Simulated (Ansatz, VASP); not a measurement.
# BN: VASP beside Ansatz

```
CELL_PARAMETERS angstrom
2.57348 0.00000 0.00000
-1.28674 2.22870 0.00000
0.00000 0.00000 4.51280
ATOMIC_POSITIONS crystal
B 0.66667 0.33333 0.03521
B 0.33333 0.66667 0.53521
N 0.66667 0.33333 0.58979
N 0.33333 0.66667 0.08979
```

Alike in both runs: task single point; functional PBE; k mesh 12 × 12 × 6; occupations gaussian, width 0.02 eV; no spin polarisation.

```csv
,VASP,Ansatz
version,VASP 6.6.1,Ansatz 0.2.0
potentials or method,"VASP PAW PBE potentials, release 64 (B, N), cutoff 520 eV","scalar-relativistic, plane waves, PAW"
valence electrons in the cell,16,16
```

Ansatz gave:

| Item | Value |
| --- | --- |
| gap on the k mesh at the Fermi level (eV) | 3.93 |
| least direct gap on the mesh (eV) | 5.75 |
| pressure (GPa) | -3.4 |
| traceless stress, the component that is largest in VASP (GPa) | 19.99 |
| rms of the force components (eV/Å) | 0.674 |

Task: Estimate VASP's values.

Result: gap on the k mesh at the Fermi level (eV): 3.93; least direct gap on the mesh (eV): 5.75; pressure (GPa): -3.3; traceless stress, the component that is largest in VASP (GPa): 19.71; rms of the force components (eV/Å): 0.676.

Atom by atom the forces differ by 0.002 eV/Å (rms over components). With one functional, cell and mesh, what is left measures potentials, basis and numerics.
